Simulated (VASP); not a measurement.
# SnO2 (R-3m) in VASP: further runs, part 2 of 2

VASP 6.6.1. Earlier steps stand in the parts before.

## Step 5: Single point, PBEsol

This run uses another cell than the first one, of 14.86 Å³/atom.

Contents of INCAR:

```
SYSTEM = SnO2
  PREC = Accurate
  ENCUT = 520
  EDIFF = 1E-6
  ISMEAR = 0
  SIGMA = 0.05
  LREAL = .FALSE.
  LASPH = .TRUE.
  NELM = 60
  ALGO = Normal
  ISIF = 2
  LWAVE = .FALSE.
  LCHARG = .FALSE.
  GGA = PS
  NBANDS = 20
```

Contents of KPOINTS:

```
Automatic mesh
0
G
  12 12 12
  0 0 0
```

Contents of POSCAR:

```
SnO2
1.0
    1.6856500000      0.9732104813      4.5279666667
   -1.6856500000      0.9732104813      4.5279666667
    0.0000000000     -1.9464209625      4.5279666667
Sn O
1 2
Direct
    0.5000000000      0.5000000000      0.5000000000
    0.2414378084      0.2414378084      0.2414378084
    0.7585621916      0.7585621916      0.7585621916
```

Launch:

```
cat potpaw_PBE.64/Sn_d/POTCAR potpaw_PBE.64/O/POTCAR > POTCAR
mpirun -np 1 vasp_std > vasp.out
```

Wall time 4.4 min (1 thread of AMD EPYC 7R13 (Zen 3), shared host); peak memory 0.31 GiB.

It converged, with:

| Quantity | Value |
| --- | --- |
| Free energy | -19.0283 eV |
| Pressure | -15.9 GPa |
| Largest force | 0.970 eV/Å |
| Band gap on the k mesh | 0.84 eV |

Forces on the atoms (eV/Å):
```
Sn   0.000  0.000  0.000
O    0.000  0.000 -0.970
O    0.000  0.000  0.970
```

Stress tensor (GPa, compression positive):
```
-19.43   0.00   0.00
  0.00 -19.43   0.00
  0.00   0.00  -8.88
```

Levels at points of the mesh, in eV from the valence-band top:
```
           k point  band 11  band 12  band 13  band 14  band 15  band 16
(0.00, 0.00, 0.00)    -1.20    -1.20     0.00     0.84     4.88     9.58
(0.50, 0.00, 0.00)    -1.59    -0.87    -0.84     4.20     6.99     8.84
(0.50, 0.50, 0.00)    -1.00    -0.61    -0.09     3.86     5.98     9.62
(0.50, 0.50, 0.50)    -1.48    -1.10    -1.10     2.52     4.94     9.87
```

Caveat: the cell stands under tension; the PAW data sets were made with another functional, which shifts forces and pressure a little; spin-orbit coupling is left out, which moves the levels of the heavy elements.

## Step 6: Single point, PBEsol

This run uses another cell than the first one, of 15.14 Å³/atom.

Contents of INCAR:

```
SYSTEM = SnO2
  PREC = Accurate
  ENCUT = 520
  EDIFF = 1E-6
  ISMEAR = 0
  SIGMA = 0.05
  LREAL = .FALSE.
  LASPH = .TRUE.
  NELM = 80
  ALGO = Normal
  ISIF = 2
  LWAVE = .FALSE.
  LCHARG = .TRUE.
  GGA = PS
  LELF = .TRUE.
  LVHAR = .TRUE.
  NBANDS = 20
```

KPOINTS is that of step 5.

Contents of POSCAR:

```
SnO2
1.0
    1.6589000000      0.9577663616      4.7632000000
   -1.6589000000      0.9577663616      4.7632000000
    0.0000000000     -1.9155327231      4.7632000000
Sn O
1 2
Direct
    0.5000000000      0.5000000000      0.5000000000
    0.2414378084      0.2414378084      0.2414378084
    0.7585621916      0.7585621916      0.7585621916
```

Potentials or basis: VASP PAW PBE potentials, release 64 (Sn_d, O).

Launch:

```
cat potpaw_PBE.64/Sn_d/POTCAR potpaw_PBE.64/O/POTCAR > POTCAR
mpirun -np 1 vasp_std > vasp.out
```

OUTCAR:

```text
SYSTEM = SnO2
   PREC = Accurate
   ENCUT = 520
   EDIFF = 1E-6
   ISMEAR = 0
   LREAL = .FALSE.
   LASPH = .TRUE.
   NELM = 80
   ISIF = 2
   GGA = PS

 ion  position               nearest neighbor table
   1  0.500  0.500  0.500-   2 2.19   2 2.19   3 2.19   3 2.19   2 2.19   3 2.19
   2  0.241  0.241  0.241-   1 2.19   1 2.19   1 2.19
   3  0.759  0.759  0.759-   1 2.19   1 2.19   1 2.19

  LATTYP: Found a trigonal (rhomboedric) cell.
 ALAT       =     5.1339399932
 COS(alpha) =     0.7911815665

[... 745 lines left out ...]

  FORCE on cell =-STRESS in cart. coord.  units (eV):
  Direction    XX          YY          ZZ          XY          YZ          ZX
  --------------------------------------------------------------------------------------
  -------------------------------------------------------------------------------------
  Total       -4.7139197     -4.7139197     -3.1710360      0.0000000     -0.0000000     -0.0000000
  in kB     -166.3270605   -166.3270605   -111.8875837      0.0000000     -0.0000000     -0.0000000
  external PRESSURE =    -148.1805683 kB  Pullay stress =       0.0000000 kB

 VOLUME and BASIS-vectors are now :
 -----------------------------------------------------------------------------
  energy-cutoff  :      520.00
  volume of cell :       45.41
      direct lattice vectors                 reciprocal lattice vectors
     1.658900000  0.957766362  4.763200000     0.301404545  0.174015995  0.069980965
    -1.658900000  0.957766362  4.763200000    -0.301404545  0.174015995  0.069980965
     0.000000000 -1.915532723  4.763200000     0.000000000 -0.348031991  0.069980965

 POSITION                                       TOTAL-FORCE (eV/Angst)
 -----------------------------------------------------------------------------------
      0.00000      0.00000      7.14480         0.000000      0.000000      0.000000
      0.00000      0.00000      3.45005        -0.000000     -0.000000     -1.325821
      0.00000      0.00000     10.83955        -0.000000      0.000000      1.325821
 -----------------------------------------------------------------------------------
    total drift:                                0.000000     -0.000000      0.000000

  FREE ENERGIE OF THE ION-ELECTRON SYSTEM (eV)
  ---------------------------------------------------
  free  energy   TOTEN  =       -19.0500034173 eV

  energy  without entropy=      -19.0500034173  energy(sigma->0) =      -19.05000342
```

OSZICAR:

```text
N       E                     dE             d eps       ncg     rms          rms(c)
DAV:   1     0.252860023712E+03    0.25286E+03   -0.13866E+04  7952   0.187E+03
DAV:   2     0.788304785863E+01   -0.24498E+03   -0.23199E+03  8228   0.482E+02
DAV:   3    -0.206315277872E+02   -0.28515E+02   -0.28185E+02  8800   0.140E+02
DAV:   4    -0.214830226120E+02   -0.85149E+00   -0.85050E+00  8364   0.261E+01
DAV:   5    -0.215000563001E+02   -0.17034E-01   -0.17033E-01  9044   0.395E+00    0.933E+00
DAV:   6    -0.191340661165E+02    0.23660E+01   -0.10163E+01 11968   0.558E+01    0.422E+00
DAV:   7    -0.190792494253E+02    0.54817E-01   -0.61029E-01  7748   0.633E+00    0.198E+00
DAV:   8    -0.190512825038E+02    0.27967E-01   -0.86196E-02  8084   0.285E+00    0.396E-01
DAV:   9    -0.190495407229E+02    0.17418E-02   -0.10404E-02 11348   0.117E+00    0.944E-02
DAV:  10    -0.190499479117E+02   -0.40719E-03   -0.16549E-03  7956   0.414E-01    0.364E-02
DAV:  11    -0.190499990941E+02   -0.51182E-04   -0.76154E-05  9848   0.103E-01    0.197E-02
DAV:  12    -0.190500030306E+02   -0.39365E-05   -0.13537E-05  9308   0.320E-02    0.609E-03
DAV:  13    -0.190500034173E+02   -0.38672E-06   -0.99505E-07  6684   0.756E-03
   1 F= -.19050003E+02 E0= -.19050003E+02  d E =-.150301E-13
```

stdout:

```text
POSCAR found type information on POSCAR SnO
 POSCAR found :  2 types and       3 ions
 scaLAPACK will be used
 -----------------------------------------------------------------------------
|                                                                             |
|                                                                             |
|     You enforced a specific xc type in the INCAR file but a different       |
|     I HOPE YOU KNOW WHAT YOU ARE DOING!                                     |
|                                                                             |
 -----------------------------------------------------------------------------

 LDA part: xc-table for (Slater+PW92), standard interpolation
 POSCAR, INCAR and KPOINTS ok, starting setup
 FFT: planning ... GRIDC
 FFT: planning ... GRID_SOFT
 FFT: planning ... GRID
 WAVECAR not read
 entering main loop
```

Run time: 4.3 min. Hardware: 1 thread of AMD EPYC 7R13 (Zen 3), shared host; peak memory 0.31 GiB.

What came out:

```yaml
Free_energy: -19.0500 eV
Pressure: -14.8 GPa
Largest_force: 1.326 eV/Å
Band_gap_on_the_k_mesh: 1.22 eV (least direct gap 1.22 eV)
```

Forces in eV/Å, atoms in the order of the input:
```
Sn   0.000  0.000  0.000
O    0.000  0.000 -1.326
O    0.000  0.000  1.326
```

Levels at points of the mesh, in eV from the valence-band top:
| k point | band 9 | band 10 | band 11 | band 12 | band 13 | band 14 | band 15 | band 16 | band 17 | band 18 |
| --- | --- | --- | --- | --- | --- | --- | --- | --- | --- | --- |
| (0.00, 0.00, 0.00) | -1.21 | -1.21 | -0.96 | -0.96 | -0.01 | 1.22 | 5.06 | 10.03 | 10.03 | 11.46 |
| (0.50, 0.00, 0.00) | -3.90 | -2.70 | -1.57 | -0.73 | -0.69 | 4.33 | 6.97 | 9.24 | 11.28 | 11.52 |
| (0.50, 0.50, 0.00) | -4.18 | -2.83 | -1.13 | -0.54 | -0.06 | 4.04 | 6.14 | 9.73 | 10.68 | 11.23 |
| (0.50, 0.50, 0.50) | -1.31 | -1.31 | -1.26 | -0.88 | -0.88 | 2.63 | 5.00 | 10.22 | 10.22 | 12.45 |

Caveat: the cell stands under tension; the PAW data sets were made with another functional, which shifts forces and pressure a little; spin-orbit coupling is left out, which moves the levels of the heavy elements. A k mesh can miss the band edges.

## Step 7: The runs side by side

| cell | gap on the mesh (eV) | pressure (GPa) | largest force (eV/Å) |
| --- | --- | --- | --- |
| a = 4.821 Å, angles 40.9°, 3 atoms | 0.78 | -14.7 | 0.71 |
| a = 5.122 Å, angles 37.2°, 3 atoms | 1.51 | -11.0 | 1.14 |
| a = 5.025 Å, angles 38.6°, 3 atoms | 1.17 | -13.6 | 1.06 |
| a = 4.929 Å, angles 40.0°, 3 atoms | 0.84 | -15.9 | 0.97 |
| a = 5.134 Å, angles 37.7°, 3 atoms | 1.22 | -14.8 | 1.33 |

Alike in all rows: task single point; level PBEsol; potentials or basis VASP PAW PBE potentials, release 64 (Sn_d, O); no spin polarisation; k mesh 12 × 12 × 12; cutoff (eV) 520; smearing gaussian 0.05 eV.

Caveats: the cell stands under tension; the PAW data sets were made with another functional, which shifts forces and pressure a little; spin-orbit coupling is left out, which moves the levels of the heavy elements.

Absolute energies hang on the potentials; compare differences alone.
